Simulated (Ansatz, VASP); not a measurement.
# Two plane-wave programs on Cu

INCAR

```
SYSTEM = Cu
PREC     = Accurate       ! precision mode
ENCUT    = 520            ! plane-wave cutoff, eV
EDIFF    = 1E-7           ! SCF threshold, eV
ISMEAR   = 1              ! smearing method
SIGMA    = 0.01           ! smearing width, eV
LREAL    = .FALSE.        ! projectors in reciprocal space
LASPH    = .TRUE.         ! aspherical terms in the spheres
NELM     = 60             ! most SCF steps
ALGO     = Normal         ! electronic algorithm
ISIF     = 2              ! what is computed and relaxed
LWAVE    = .FALSE.        ! write WAVECAR
LCHARG   = .FALSE.        ! write CHGCAR
GGA      = PS             ! functional
NBANDS   = 12             ! bands
```

The input KPOINTS:

```
regular mesh
0
G
  20 20 20
  0 0 0
```

POSCAR

```
Cu
1.0
   -1.4427933200      1.4427933200      1.3760814500
    1.4427933200     -1.4427933200      1.3760814500
    1.4427933200      1.4427933200     -1.3760814500
Cu
1
Direct
    0.0000000000      0.0000000000      0.0000000000
```

Input for Ansatz:

```yaml
crystal:
  lattice:
    - [-1.44279332, 1.44279332, 1.37608145]
    - [1.44279332, -1.44279332, 1.37608145]
    - [1.44279332, 1.44279332, -1.37608145]
  atoms:
    - { symbol: Cu, position: [0.0, 0.0, 0.0] }
basis:
  ecutwfc: 420
kpoints:
  mp_grid: { grid: [20, 20, 20] }
hamiltonian:
  xc: pbesol
scf:
  occupations: { method: cold, width: 0.01 }
output:
  forces: true
  stress: true
  eigenvalues: true
```

Alike in both runs: task single point; functional PBEsol; k mesh 20 × 20 × 20; no spin polarisation.

|  | VASP | Ansatz |
| --- | --- | --- |
| version | VASP 6.6.1 | Ansatz 0.2.0 |
| potentials or method | VASP PAW PBE potentials, release 64 (Cu), cutoff 520 eV | scalar-relativistic, plane waves, PAW |
| occupations | methfessel-paxton of order 1, width 0.01 eV | cold, width 0.01 eV |
| valence electrons in the cell | 11 | 19 |

Ansatz gave:

| Property | Result |
| --- | --- |
| gap on the k mesh at the Fermi level (eV) | none |
| pressure (GPa) | -1.5 |
| traceless stress, the component that is largest in VASP (GPa) | -0.43 |

Q: What did VASP give for the same quantities?

A: gap on the k mesh at the Fermi level (eV): none; pressure (GPa): -0.7; traceless stress, the component that is largest in VASP (GPa): -0.51.

VASP's potentials were made for PBE, not for PBEsol. A gap of «none» marks a metal or a gap that the smearing closes. VASP's potentials hold 11 valence electrons a cell and Ansatz's 19, so a difference there can come from the potentials and not from the codes.
